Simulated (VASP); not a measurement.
# Cd (P6_3/mmc) in VASP: further runs, part 2 of 2

VASP 6.6.1.

## Step 3: Single point, PBE

File INCAR:

```
SYSTEM = Cd
PREC = Accurate
ENCUT = 520
EDIFF = 1E-6
ISMEAR = -1
SIGMA = 0.2
LREAL = .False.
LASPH = .True.
NELM = 100
ALGO = Normal
ISIF = 2
LWAVE = .False.
LCHARG = .False.
GGA = PE
NBANDS = 19
```

File KPOINTS:

```
regular mesh
0
Gamma
  12 12 6
  0 0 0
```

File POSCAR:

```
Cd
1.0
    3.0007103730      0.0000000000      0.0000000000
   -1.5003551865      2.5986914124      0.0000000000
    0.0000000000      0.0000000000      5.9261569577
Cd
2
Direct
    0.3333333333      0.6666666667      0.2500000000
    0.6666666667      0.3333333333      0.7500000000
```

Potentials or basis: VASP PAW PBE potentials, release 64 (Cd).

On the command line:

```console
> cat potpaw_PBE.64/Cd/POTCAR > POTCAR
> mpirun -np 1 vasp_std > vasp.out
```

OUTCAR:

```text
SYSTEM = Cd
   PREC = Accurate
   ENCUT = 520
   EDIFF = 1E-6
   ISMEAR = -1
   LREAL = .False.
   LASPH = .True.
   NELM = 100
   ISIF = 2
   GGA = PE

 ion  position               nearest neighbor table
   1  0.333  0.667  0.250-   2 3.43   2 3.43   2 3.43   2 3.43   2 3.43   2 3.43
   2  0.667  0.333  0.750-   1 3.43   1 3.43   1 3.43   1 3.43   1 3.43   1 3.43

  LATTYP: Found a hexagonal cell.
 ALAT       =     3.0007103730
 C/A-ratio  =     1.9749180098

  Lattice vectors:

 A1 = (   3.0007103730,   0.0000000000,   0.0000000000)
 A2 = (  -1.5003551865,   2.5986914124,   0.0000000000)
 A3 = (   0.0000000000,   0.0000000000,   5.9261569577)

Analysis of symmetry for initial positions (statically):
=====================================================================
 Subroutine PRICEL returns:
 Original cell was already a primitive cell.

 Routine SETGRP: Setting up the symmetry group for a
 hexagonal supercell.

 Subroutine GETGRP returns: Found 24 space group operations
 (whereof 12 operations were pure point group operations)
 out of a pool of 24 trial point group operations.

The static configuration has the point symmetry D_3d.
 The point group associated with its full space group is D_6h.

Analysis of symmetry for dynamics (positions and initial velocities):
=====================================================================
 Subroutine PRICEL returns:
 Original cell was already a primitive cell.

 Routine SETGRP: Setting up the symmetry group for a
 hexagonal supercell.

 Subroutine GETGRP returns: Found 24 space group operations
 (whereof 12 operations were pure point group operations)
 out of a pool of 24 trial point group operations.

The dynamic configuration has the point symmetry D_3d.
 The point group associated with its full space group is D_6h.

 Subroutine INISYM returns: Found 24 space group operations
 (whereof 12 operations are pure point group operations),
[... 111 lines left out ...]
   ISMEAR =    -1;   SIGMA  =   0.20  broadening in eV -4-tet -1-fermi 0-gaus
   EFERMI_NEDOS =   21; number of points for ismear=-14 and -15
   IALGO  =     38    algorithm
   IMIX   =      4    mixing-type and parameters
     AMIX     =   0.40;   BMIX     =  1.00
     AMIX_MAG =   1.60;   BMIX_MAG =  1.00
  volume/ion in A,a.u.               =      23.11       155.93
  Fermi-wavevector in a.u.,A,eV,Ry     =   1.315915  2.486719 23.560298  1.731633
  Thomas-Fermi vector in A             =   2.446064
   LORBIT       =      0    0 simple, 1 ext, 2 COOP (PROOUT), +10 PAW based schemes
   GGA     = PE    functional components
   LHFCALC =     F    Hartree Fock is set to
   AEXX    =    0.0000 exact exchange contribution
   IVDW    =     0    specifies the selected vdW correction
   LEPSILON=     F    determine dielectric tensor
   LRPA    =     F    only Hartree local field effects (RPA)
 non-spin polarized calculation
  energy-cutoff  :      520.00
  volume of cell :       46.21
 maximum number of plane-waves:      1271
 NGX is ok and might be reduce to    24
   NGX = 11   NGY = 11   NGZ = 23

 number of electron      24.0000002 magnetization

 Free energy of the ion-electron system (eV)
  ---------------------------------------------------
  ext. energy  EPLUGINS =         0.00000000
  ---------------------------------------------------
  free energy    TOTEN  =        -1.53477826 eV

  energy without entropy =       -1.46267903  energy(sigma->0) =       -1.49872865

 E-fermi :   2.5067     XC(G=0): -10.6631

 val. band max:        2.4446584978   @ k =   0.1667   0.0833   0.1667
 cond. band min:       2.5853468280   @ k =   0.5000   0.0000   0.5000
 fundamental gap:      0.1406883302
 Fermi energy:         2.5067248267

 k-point     1 :       0.0000    0.0000    0.0000
  band No.  band energies     occupation
      1      -7.1915      2.00000
      2      -7.0178      2.00000
      3      -6.6321      2.00000
      4      -6.6321      2.00000
      5      -6.5982      2.00000
      6      -6.5982      2.00000
[... 505 lines left out ...]
      6      -6.2652      2.00000
[... 11 lines left out ...]
     18      14.0232      0.00000
     19      15.3927      0.00000

 [... further k-points ...]

------------------------ aborting loop because EDIFF is reached ----------------------------------------

  FORCE on cell =-STRESS in cart. coord.  units (eV):
  Direction    XX          YY          ZZ          XY          YZ          ZX
  --------------------------------------------------------------------------------------
  -------------------------------------------------------------------------------------
  Total        0.2225308      0.2225308     -0.0229853      0.0000000     -0.0000000      0.0000000
  in kB        7.7152294      7.7152294     -0.7969099      0.0000000     -0.0000000      0.0000000
  external PRESSURE =       4.8778496 kB  Pullay stress =       0.0000000 kB

 VOLUME and BASIS-vectors are now :
 -----------------------------------------------------------------------------
  energy-cutoff  :      520.00
  volume of cell :       46.21
      direct lattice vectors                 reciprocal lattice vectors
     3.000710373  0.000000000  0.000000000     0.333254422  0.192404530  0.000000000
    -1.500355186  2.598691412  0.000000000     0.000000000  0.384809060  0.000000000
     0.000000000  0.000000000  5.926156958     0.000000000  0.000000000  0.168743421

 POSITION                                       TOTAL-FORCE (eV/Angst)
 -----------------------------------------------------------------------------------
     -0.00000      1.73246      1.48154         0.000000      0.000000      0.000000
      1.50036      0.86623      4.44462        -0.000000      0.000000      0.000000
 -----------------------------------------------------------------------------------
    total drift:                               -0.000000      0.000000     -0.000000

  FREE ENERGIE OF THE ION-ELECTRON SYSTEM (eV)
  ---------------------------------------------------
  free  energy   TOTEN  =        -1.5347782626 eV

  energy  without entropy=       -1.4626790292  energy(sigma->0) =       -1.49872865
```

Run time: 52 s. Hardware: 1 thread of Intel Xeon 8259CL, shared host; peak memory 0.2 GiB.

Results:

| Quantity | Value |
| --- | --- |
| Free energy | -1.5348 eV |
| Pressure | 0.5 GPa |
| Band gap on the k mesh | zero (bands 12 and 13 overlap by 4.11 eV) |

Stress tensor (GPa, compression positive):
```
 0.77  0.00  0.00
 0.00  0.77  0.00
 0.00  0.00 -0.08
```

Levels at points of the mesh, in eV from the Fermi level:
```csv
k point,band 9,band 10,band 11,band 12,band 13,band 14,band 15,band 16
"(0.00, 0.00, 0.00)",-8.44,-8.44,-8.39,-3.53,-2.87,9.03,13.15,14.57
"(0.50, 0.00, 0.00)",-8.15,-8.14,-2.03,-1.61,1.64,2.66,3.01,5.02
"(0.00, 0.00, 0.50)",-8.52,-8.52,-7.07,-7.07,2.87,2.87,14.87,14.87
"(0.50, 0.00, 0.50)",-8.15,-8.15,-1.30,-1.30,0.08,0.08,7.34,7.34
```

## Step 4: Single point, PBE

File INCAR:

```
PREC = Accurate
ENCUT = 520
EDIFF = 1E-6
ISMEAR = -1
SIGMA = 0.3
LREAL = False
LASPH = True
NELM = 100
ALGO = Normal
ISIF = 2
LWAVE = False
LCHARG = False
GGA = PE
NBANDS = 19
```

File KPOINTS:

```
Automatic mesh
0
Gamma
  12 12 6
```

POSCAR is that of step 3.

On the command line:

```console
> cat potpaw_PBE.64/Cd/POTCAR > POTCAR
> mpirun -np 1 vasp_std > vasp.out
```

Wall time 43 s (1 thread of Intel Xeon 8259CL, shared host); peak memory 0.2 GiB.

The run converged. Its results:

```
Free energy            : -1.5832 eV
Pressure               : 0.8 GPa
Band gap on the k mesh : zero (bands 12 and 13 overlap by 4.11 eV)
```

Stress tensor (GPa, compression positive):
```
 1.25  0.00  0.00
 0.00  1.25  0.00
 0.00  0.00 -0.10
```

Levels at points of the mesh, in eV from the Fermi level:
```
           k point  band 8  band 9  band 10  band 11  band 12  band 13  band 14  band 15  band 16  band 17
(0.00, 0.00, 0.00)   -8.59   -8.42    -8.42    -8.37    -3.51    -2.85     9.04    13.17    14.59    14.93
(0.50, 0.00, 0.00)   -8.44   -8.13    -8.12    -2.01    -1.59     1.66     2.68     3.02     5.03     8.60
(0.00, 0.00, 0.50)   -8.50   -8.50    -8.50    -7.05    -7.05     2.88     2.88    14.89    14.89    15.77
(0.50, 0.00, 0.50)   -8.44   -8.13    -8.13    -1.28    -1.28     0.10     0.10     7.36     7.36     9.99
```

Caveat: so wide a smearing shifts energies and pressures.

## Step 5: Single point, PBE

File INCAR:

```
PREC     = Accurate       # precision mode
ENCUT    = 520            # plane-wave cutoff, eV
EDIFF    = 1E-7           # SCF threshold, eV
ISMEAR   = -1             # smearing method
SIGMA    = 0.6            # smearing width, eV
LREAL    = False          # projectors in reciprocal space
LASPH    = True           # aspherical terms in the spheres
NELM     = 80             # most SCF steps
ALGO     = Normal         # electronic algorithm
ISIF     = 2              # what is computed and relaxed
LWAVE    = False          # write WAVECAR
LCHARG   = False          # write CHGCAR
GGA      = PE             # functional
NBANDS   = 19             # bands
```

File KPOINTS:

```
regular mesh
0
Gamma
  12 12 6
```

POSCAR is that of step 4.

Potentials or basis: VASP PAW PBE potentials, release 64 (Cd).

On the command line:

```console
> cat potpaw_PBE.64/Cd/POTCAR > POTCAR
> mpirun -np 1 vasp_std > vasp.out
```

OUTCAR:

```text
PREC = Accurate
   ENCUT = 520
   EDIFF = 1E-7
   ISMEAR = -1
   LREAL = False
   LASPH = True
   NELM = 80
   ISIF = 2
   GGA = PE

 ion  position               nearest neighbor table
   1  0.333  0.667  0.250-   2 3.43   2 3.43   2 3.43   2 3.43   2 3.43   2 3.43
   2  0.667  0.333  0.750-   1 3.43   1 3.43   1 3.43   1 3.43   1 3.43   1 3.43

  LATTYP: Found a hexagonal cell.
 ALAT       =     3.0007103730
 C/A-ratio  =     1.9749180098

  Lattice vectors:

[... 715 lines left out ...]
 [... further k-points ...]

------------------------ aborting loop because EDIFF is reached ----------------------------------------

  FORCE on cell =-STRESS in cart. coord.  units (eV):
  Direction    XX          YY          ZZ          XY          YZ          ZX
  --------------------------------------------------------------------------------------
  -------------------------------------------------------------------------------------
  Total        0.8260868      0.8260868      0.1287803     -0.0000000     -0.0000000      0.0000000
  in kB       28.6407460     28.6407460      4.4648638     -0.0000000     -0.0000000      0.0000000
  external PRESSURE =      20.5821186 kB  Pullay stress =       0.0000000 kB

 VOLUME and BASIS-vectors are now :
 -----------------------------------------------------------------------------
  energy-cutoff  :      520.00
  volume of cell :       46.21
      direct lattice vectors                 reciprocal lattice vectors
     3.000710373  0.000000000  0.000000000     0.333254422  0.192404530  0.000000000
    -1.500355186  2.598691412  0.000000000     0.000000000  0.384809060  0.000000000
     0.000000000  0.000000000  5.926156958     0.000000000  0.000000000  0.168743421

 POSITION                                       TOTAL-FORCE (eV/Angst)
 -----------------------------------------------------------------------------------
     -0.00000      1.73246      1.48154        -0.000000     -0.000000      0.000000
      1.50036      0.86623      4.44462         0.000000      0.000000      0.000000
 -----------------------------------------------------------------------------------
    total drift:                               -0.000000      0.000000     -0.000000

  FREE ENERGIE OF THE ION-ELECTRON SYSTEM (eV)
  ---------------------------------------------------
  free  energy   TOTEN  =        -1.8805012890 eV

  energy  without entropy=       -1.0599745093  energy(sigma->0) =       -1.47023790
```

OSZICAR:

```text
N       E                     dE             d eps       ncg     rms          rms(c)
DAV:   1     0.173457479200E+03    0.17346E+03   -0.13076E+04  2888   0.126E+03
DAV:   2     0.218830574177E+01   -0.17127E+03   -0.16438E+03  3002   0.329E+02
DAV:   3    -0.195836121597E+01   -0.41467E+01   -0.41378E+01  3291   0.584E+01
DAV:   4    -0.196586943441E+01   -0.75082E-02   -0.75074E-02  3203   0.232E+00
DAV:   5    -0.196589338628E+01   -0.23952E-04   -0.23952E-04  3164   0.127E-01    0.411E+00
DAV:   6    -0.188294351271E+01    0.82950E-01   -0.21318E-01  3164   0.536E+00    0.331E+00
DAV:   7    -0.187984169505E+01    0.31018E-02   -0.24166E-02  3151   0.142E+00    0.156E+00
DAV:   8    -0.188040966072E+01   -0.56797E-03   -0.32538E-03  3094   0.688E-01    0.858E-02
DAV:   9    -0.188046070301E+01   -0.51042E-04   -0.25269E-05  3299   0.501E-02    0.328E-02
DAV:  10    -0.188050136796E+01   -0.40665E-04   -0.36474E-05  3115   0.572E-02    0.347E-03
DAV:  11    -0.188050128901E+01    0.78948E-07   -0.33275E-08  2426   0.163E-03
   1 F= -.18805013E+01 E0= -.14702379E+01  d E =-.820527E+00
```

Wall time 49 s (1 thread of Intel Xeon 8259CL, shared host); peak memory 0.2 GiB.

What came out:

```
Free energy            : -1.8805 eV
Pressure               : 2.1 GPa
Band gap on the k mesh : zero (bands 12 and 13 overlap by 4.11 eV)
```

Levels at points of the mesh, in eV from the Fermi level:
```
           k point  band 8  band 9  band 10  band 11  band 12  band 13  band 14  band 15  band 16  band 17
(0.00, 0.00, 0.00)   -8.53   -8.36    -8.36    -8.32    -3.46    -2.80     9.09    13.22    14.63    14.98
(0.50, 0.00, 0.00)   -8.38   -8.08    -8.07    -1.96    -1.55     1.70     2.72     3.07     5.09     8.65
(0.00, 0.00, 0.50)   -8.44   -8.44    -8.44    -7.00    -7.00     2.93     2.93    14.93    14.93    15.82
(0.50, 0.00, 0.50)   -8.38   -8.08    -8.08    -1.24    -1.24     0.14     0.14     7.41     7.41    10.04
```

Caveat: so wide a smearing shifts energies and pressures.

## Step 6: Overview

| smearing | gap on the mesh (eV) | pressure (GPa) |
| --- | --- | --- |
| fermi-dirac 0.03 eV | none | 0.2 |
| fermi-dirac 0.2 eV | none | 0.5 |
| fermi-dirac 0.3 eV | none | 0.8 |
| fermi-dirac 0.6 eV | none | 2.1 |

Alike in all rows: task single point; level PBE; potentials or basis VASP PAW PBE potentials, release 64 (Cd); no spin polarisation; cell as given; k mesh 12 × 12 × 6; cutoff (eV) 520.

Caveats: so wide a smearing shifts energies and pressures (at least some runs).

Total energies depend on the potentials used, so only differences within one code and one set of settings carry meaning.
